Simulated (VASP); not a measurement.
Here is a VASP 6.6.1 calculation.

The input INCAR:

```
SYSTEM = NiO
  PREC = Accurate
  ENCUT = 700
  EDIFF = 1E-6
  ISMEAR = 0
  SIGMA = 0.05
  LREAL = .FALSE.
  LASPH = .TRUE.
  NELM = 200
  ALGO = Normal
  ISIF = 2
  LWAVE = .FALSE.
  LCHARG = .TRUE.
  ISPIN = 2
  MAGMOM = 2 0
  LORBIT = 11
  LMAXMIX = 4
  LDAU = .TRUE.
  LDAUTYPE = 1
  LDAUL = 2 -1
  LDAUU = 6 0
  LDAUJ = 0.9 0
  LDAUPRINT = 1
  LELF = .TRUE.
  LVHAR = .TRUE.
  NBANDS = 23
  GGA_COMPAT = .FALSE.
```

The input KPOINTS:

```
Automatic mesh
0
G
  8 8 8
  0 0 0
```

Contents of POSCAR:

```
NiO
1.0
    0.0000000000      2.0913095100      2.0913095100
    2.0913095100      0.0000000000      2.0913095100
    2.0913095100      2.0913095100      0.0000000000
Ni O
1 1
Direct
    0.0000000000      0.0000000000      0.0000000000
    0.5000000000      0.5000000000      0.5000000000
```

Potentials or basis: VASP PAW LDA potentials, release 64 (Ni_sv_GW, O).

The run is started by

```sh
$ cat potpaw_LDA.64/Ni_sv_GW/POTCAR potpaw_LDA.64/O/POTCAR > POTCAR
$ mpirun -np 1 vasp_std > vasp.out
```

Problem. Predict the site moments.

Solution. Ni +1.74; O +0.21 μB.

Problem. Estimate the net moment.

Solution. 2.00 μB per cell.

Eigenvalues of the final occupation matrices:
```csv
site,spin,trace,eigenvalues
site 1 d,1,4.74,0.93 0.93 0.93 0.97 0.97
site 1 d,2,3.01,0.12 0.12 0.93 0.93 0.93
```

Caveat: the cell stands under tension; a cell with one magnetic atom can't hold antiferromagnetic order, which such compounds often take. The state reached can hang on the start; a lower one may exist.
